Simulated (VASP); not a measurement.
Ti2C5, 7 atoms in the cell. Symmetry: P6/mmm, No. 191, hexagonal system. The conventional cell has a = 3.545 Å, b = 3.545 Å, c = 7.162 Å, α = 90.00°, β = 90.00°, γ = 120.00°. Within 2.5 Å of Ti (site symmetry 6mm) lie 7 C at 1.89 to 2.27 Å. C (site symmetry 6/mmm) has 2 Ti at 1.89 Å within 2.5 Å. Within 1.9 Å of C (site symmetry 3m) lie 1 C at 1.42 Å. The cell was generated, and may not be a known phase.

```yaml
Program: VASP 6.6.1
Task: single point
Functional: PBE
Potentials_or_basis: VASP PAW PBE potentials, release 64 (Ti_sv, C)
Cutoff: 600 eV
k_mesh: 4 × 4 × 3
Occupations: gaussian, width 0.2 eV
Spin: no spin polarisation
Dipole_correction: no
Further_INCAR_settings: ALGO = Normal; EDIFF = 1e-06; NBANDS = 31
```

Potentials or basis: VASP PAW PBE potentials, release 64 (Ti_sv, C).

Command:

```bash
$ cat potpaw_PBE.64/Ti_sv/POTCAR potpaw_PBE.64/C/POTCAR > POTCAR
$ mpirun -np 1 vasp_std > vasp.out
```

Hardware: 1 thread of AMD EPYC 7R13 Processor (Zen 3), with other jobs on the host.

Estimate the wall time of this run.

Wall time 26 s on 1 thread of AMD EPYC 7R13 Processor (Zen 3), on a shared host, peak memory 0.18 GiB. Counts: scf iterations 16, k points 8.
